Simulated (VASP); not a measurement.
**GaSi62 (a cell with a defect): single point with LDA**

GaSi62 (a cell with a defect):

```
CELL_PARAMETERS angstrom
10.86000 0.00000 0.00000
0.00000 10.86000 0.00000
0.00000 0.00000 10.86000
ATOMIC_POSITIONS crystal
Ga 0.50778 0.99254 0.00727
Si 0.62673 0.13179 0.12585
Si 0.75288 0.25157 0.00020
Si 0.87724 0.37624 0.12477
Si 0.74943 0.00057 0.24852
Si 0.87583 0.12532 0.37483
Si 0.00008 0.00002 0.99951
Si 0.12669 0.12261 0.12445
Si 0.25156 0.24882 0.00096
Si 0.37781 0.37376 0.12438
Si 0.50037 0.50034 0.99947
Si 0.62512 0.62545 0.12411
Si 0.74927 0.75120 0.99895
Si 0.87498 0.87537 0.12419
Si 0.24883 0.99932 0.25210
Si 0.37578 0.12470 0.37507
Si 0.50113 0.25166 0.25201
Si 0.62580 0.37625 0.37640
Si 0.75019 0.50063 0.24928
Si 0.87541 0.62508 0.37446
Si 0.50035 0.00007 0.49921
Si 0.62539 0.12261 0.62574
Si 0.75026 0.25128 0.50068
Si 0.87705 0.37417 0.62541
Si 0.75290 0.99929 0.74799
Si 0.87594 0.12462 0.87490
Si 0.00047 0.49992 0.99914
Si 0.12424 0.62308 0.12481
Si 0.24879 0.74747 0.00023
Si 0.36858 0.87365 0.12589
Si 0.00159 0.25139 0.24927
Si 0.12635 0.37419 0.37613
Si 0.24919 0.49889 0.24934
Si 0.37530 0.62473 0.37484
Si 0.49999 0.75108 0.24847
Si 0.62511 0.87544 0.37410
Si 0.00056 0.00033 0.49968
Si 0.12802 0.12394 0.62712
Si 0.25137 0.24902 0.50083
Si 0.37639 0.37253 0.62703
Si 0.50008 0.49983 0.49969
Si 0.62578 0.62313 0.62330
Si 0.75016 0.75025 0.49890
Si 0.87724 0.87474 0.62331
Si 0.25176 0.99877 0.75090
Si 0.50199 0.24898 0.75053
Si 0.62537 0.37382 0.87687
Si 0.75027 0.49891 0.74827
Si 0.87573 0.62486 0.87425
Si 0.99988 0.75027 0.24924
Si 0.12426 0.87470 0.37643
Si 0.00021 0.50020 0.49934
Si 0.12637 0.62335 0.62540
Si 0.24918 0.75021 0.50072
Si 0.37781 0.87520 0.62585
Si 0.00172 0.24901 0.75052
Si 0.12795 0.37252 0.87558
Si 0.25146 0.49876 0.75060
Si 0.37585 0.62455 0.87489
Si 0.50119 0.74757 0.74791
Si 0.62651 0.87395 0.86783
Si 0.00162 0.75027 0.74815
Si 0.12673 0.87516 0.87688
```

```
Program             : VASP 6.6.1
Task                : single point
Functional          : LDA
Potentials or basis : VASP PAW LDA potentials, release 64 (Ga_d, Si)
Cutoff              : 520 eV
k mesh              : 1 × 1 × 1
Occupations         : gaussian, width 0.05 eV
Spin                : collinear spin, zero start
```

```json
{"Pressure": "-1.0 GPa", "Largest force": "0.022 eV/Å", "Band gap on the k mesh": "0.80 eV", "Net moment": "0.00 μB per cell", "Valence electrons inside the program's atomic spheres": "Ga 11.72; Si 1.72, 1.71, 1.70, 1.65 (each value once)"}
```

Forces in eV/Å, atoms in the order of the input:
```
Ga  -0.011  0.009 -0.016
Si   0.000  0.003  0.001
Si   0.009  0.001 -0.001
Si  -0.005  0.004 -0.001
Si   0.004  0.002  0.004
Si  -0.005 -0.003 -0.004
Si   0.003  0.000 -0.003
Si   0.000  0.001 -0.001
Si   0.008 -0.008 -0.006
Si  -0.006  0.000 -0.001
Si   0.005  0.000 -0.001
Si  -0.001  0.004  0.000
Si   0.008 -0.006  0.001
Si  -0.006  0.001 -0.001
Si   0.001  0.000  0.005
Si  -0.001  0.000 -0.003
Si   0.002 -0.001  0.010
Si  -0.005  0.001 -0.002
Si   0.008  0.002  0.003
Si   0.005 -0.007  0.010
Si   0.005 -0.001 -0.002
Si   0.000  0.001  0.000
Si   0.004  0.000 -0.001
Si   0.000 -0.006  0.004
Si   0.008  0.003 -0.001
Si   0.001  0.003  0.000
Si   0.004 -0.002  0.000
Si  -0.005  0.004 -0.003
Si   0.002 -0.004 -0.003
Si  -0.004  0.003  0.001
Si   0.002 -0.004  0.004
Si   0.001 -0.002  0.002
Si   0.005 -0.001  0.005
Si  -0.005  0.006 -0.001
Si  -0.001 -0.004  0.004
Si  -0.001 -0.001 -0.003
Si   0.005  0.003  0.002
Si  -0.006  0.000 -0.001
Si  -0.004  0.004 -0.005
Si  -0.002  0.001  0.001
Si   0.003 -0.001 -0.004
Si  -0.003  0.003 -0.002
Si   0.007 -0.004 -0.001
Si  -0.005 -0.001 -0.003
Si   0.009  0.002  0.008
Si  -0.007 -0.009  0.009
Si  -0.001 -0.002  0.003
Si   0.005  0.002  0.002
Si  -0.004  0.002  0.001
Si  -0.001 -0.005  0.004
Si  -0.004  0.001 -0.001
Si  -0.006  0.012 -0.014
Si   0.002 -0.001  0.003
Si   0.002 -0.003  0.000
Si  -0.008  0.000  0.001
Si  -0.004  0.005 -0.004
Si  -0.003  0.000  0.000
Si  -0.006  0.004 -0.005
Si  -0.002  0.002 -0.001
Si  -0.002 -0.008  0.000
Si   0.005 -0.004 -0.001
Si   0.001 -0.003  0.003
Si   0.002  0.002  0.002
```

Levels at points of the mesh, in eV from the valence-band top:
Spin up:
```csv
k point,band 127,band 128,band 129,band 130,band 131,band 132,band 133,band 134
"(0.00, 0.00, 0.00)",-0.69,-0.06,-0.06,0.00,0.80,0.80,0.84,0.87
```
Spin down:
```csv
k point,band 126,band 127,band 128,band 129,band 130,band 131,band 132,band 133,band 134,band 135
"(0.00, 0.00, 0.00)",-0.69,-0.69,-0.06,-0.06,0.00,0.80,0.80,0.84,0.87,0.87
```

Run time: 9.4 min on 1 thread of Intel(R) Xeon(R) Platinum 8259CL CPU @ 2.50GHz (Skylake/Cascade Lake), with other jobs on the host, peak memory 0.95 GiB.

Caveat: the k points lie up to 0.58 Å⁻¹ apart; no moment was typed at the start, so none could form.
